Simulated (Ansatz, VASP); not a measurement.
**Two plane-wave programs on Mg2ZnO3**

```
Mg Zn O
1.0
    -1.49213    2.10647    4.47016
     1.49213   -2.10647    4.47016
     1.49213    2.10647   -4.47016
Mg Zn O
2 1 3
Direct
  0.66574 0.66574 0.00000
  0.33426 0.33426 0.00000
  0.00000 0.00000 0.00000
  0.50000 0.00000 0.50000
  0.17061 0.67061 0.50000
  0.82939 0.32939 0.50000
```

Alike in both runs: task single point; functional r2SCAN; dispersion rVV10; k mesh 12 × 12 × 12; occupations fermi-dirac, width 0.03 eV; no spin polarisation.

|  | VASP | Ansatz |
| --- | --- | --- |
| version | VASP 6.6.1 | Ansatz 0.2.0 |
| potentials or method | VASP PAW PBE potentials, release 64 (Mg, Zn, O) | plane waves, PAW |
| plane-wave cutoff (eV) | 660 | 500 |
| valence electrons in the cell | 34 | 50 |

|  | VASP | Ansatz | Ansatz less VASP |
| --- | --- | --- | --- |
| gap on the k mesh at the Fermi level (eV) | 3.63 | 3.65 | +0.020 |
| pressure (GPa) | -0.5 | 0.0 | +0.51 |
| rms of the force components (eV/Å) | 0.028 | 0.001 | -0.0276 |

VASP's potentials were made for PBE, not for r2SCAN. Atom by atom the forces differ by 0.029 eV/Å (rms over components). VASP's potentials hold 34 valence electrons a cell and Ansatz's 50, so a difference there can come from the potentials and not from the codes.
